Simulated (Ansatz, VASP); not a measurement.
## SiGe3Ru2 in VASP and in Ansatz

```xyz
6
Lattice="5.5421 0.0000 0.0000 -2.7710 4.7996 0.0000 0.0000 0.0000 3.9023" Properties=species:S:1:pos:R:3 pbc="T T T"
Si    0.0000    0.0000    0.0000
Ge    2.7710    0.0000    1.9511
Ge    1.3855    2.3998    1.9511
Ge   -1.3855    2.3998    1.9511
Ru    0.0000    3.1997    0.0000
Ru    2.7710    1.5999    0.0000
```

Change from the starting cell: species swapped into the ErB2Ru3 type (P6/mmm, No. 191).

Alike in both runs: task relaxation of cell and atoms; functional PBE; k mesh 6 × 6 × 4; occupations gaussian, width 0.1 eV; no spin polarisation.

```csv
,VASP,Ansatz
version,VASP 6.6.1,Ansatz 0.2.0
potentials or method,"VASP PAW PBE potentials, release 64 (Si, Ge_d, Ru_pv), cutoff 600 eV","scalar-relativistic, plane waves, PAW"
valence electrons in the cell,74,78
```

Ansatz gave:

```
gap on the k mesh at the Fermi level, each at its own relaxed structure (eV)  : none
relaxed volume (Å³/atom)                                                      : 17.14
relaxed length of the cell vector where the two differ most in proportion (Å) : 5.472
```

Which values does VASP return?

gap on the k mesh at the Fermi level, each at its own relaxed structure (eV): none; relaxed volume (Å³/atom): 17.12; relaxed length of the cell vector where the two differ most in proportion (Å): 5.470.

A gap of «none» marks a metal or a gap that the smearing closes. VASP's potentials hold 74 valence electrons a cell and Ansatz's 78, so a difference there can come from the potentials and not from the codes.

The k mesh is coarse, so the values compare programs but aren't converged.
